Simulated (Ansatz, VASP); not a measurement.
**Na2Pd in VASP and in Ansatz**

```
Na Pd
1.0
     3.13397    0.00000    0.00000
    -1.56698    2.71409    0.00000
     0.00000    0.00000    8.07509
Na Pd
2 1
Direct
  0.33333 0.66667 0.78166
  0.66667 0.33333 0.21834
  0.00000 0.00000 0.50000
```

Alike in both runs: functional PBE; k mesh 6 × 6 × 2; occupations gaussian, width 0.1 eV; no spin polarisation.

Ansatz relaxed the structure, and its values are those at the end. VASP's run is a single point on that final structure, the one shown.

```csv
,VASP,Ansatz
version,VASP 6.6.1,Ansatz 0.2.0
potentials or method,"VASP PAW PBE potentials, release 64 (Na_pv, Pd), cutoff 520 eV","scalar-relativistic, plane waves, PAW"
valence electrons in the cell,24,36
```

|  | VASP | Ansatz | Ansatz less VASP |
| --- | --- | --- | --- |
| gap on the k mesh at the Fermi level (eV) | none | none | - |
| pressure (GPa) | -0.1 | -0.1 | -0.02 |

A gap of «none» marks a metal or a gap that the smearing closes. VASP's potentials hold 24 valence electrons a cell and Ansatz's 36, so a difference there can come from the potentials and not from the codes.

The k mesh is coarse, so the values compare programs but aren't converged.
